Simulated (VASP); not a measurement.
AlN:

```
Al N
1.0
     3.11000    0.00000    0.00000
    -1.55500    2.69334    0.00000
     0.00000    0.00000    4.98000
Al N
2 2
Direct
  0.33333 0.66667 0.00000
  0.66667 0.33333 0.50000
  0.33333 0.66667 0.38200
  0.66667 0.33333 0.88200
```

```yaml
Program: VASP 6.6.1
Task: relaxation of cell and atoms
Functional: PBE
Potentials_or_basis: VASP PAW PBE potentials, release 64 (Al, N)
Cutoff: 600 eV
k_mesh: 9 × 9 × 6
Occupations: gaussian, width 0.01 eV
Spin: no spin polarisation
```

At the start: pressure 3.7 GPa; volume 10.43 Å³/atom.

How do energy, volume and symmetry change on relaxing?

Over 9 steps the energy falls by 2.2 meV/atom and the volume is 10.62 Å³/atom (+1.9 %); space group P6_3mc (No. 186, to 0.1 Å) before and after.

The path:
| step | energy change (eV) | largest force (eV/Å) | pressure (GPa) | volume (Å³) |
| --- | --- | --- | --- | --- |
| 1 | 0.0000 | 0.0086 | 3.74 | 41.71 |
| 2 | -0.0019 | 0.0088 | -3.11 | 43.20 |
| 3 | -0.0089 | 0.0086 | 0.00 | 42.49 |
| 4 | -0.0089 | 0.0085 | 0.07 | 42.48 |
| 5 | -0.0090 | 0.0087 | 0.07 | 42.48 |
| 6 | -0.0090 | 0.0087 | 0.07 | 42.48 |
| 7 | -0.0090 | 0.0050 | -0.06 | 42.51 |
| 8 | -0.0090 | 0.0011 | -0.01 | 42.50 |
| 9 | -0.0090 | 0.0009 | -0.01 | 42.50 |

Final structure:
```yaml
crystal:
  lattice:
    - [3.12812, 0.00000, 0.00000]
    - [-1.56406, 2.70904, 0.00000]
    - [0.00000, 0.00000, 5.01512]
  atoms:
    - { symbol: Al, position: [0.33333, 0.66667, 0.00023] }
    - { symbol: Al, position: [0.66667, 0.33333, 0.50023] }
    - { symbol: N, position: [0.33333, 0.66667, 0.38177] }
    - { symbol: N, position: [0.66667, 0.33333, 0.88177] }
```
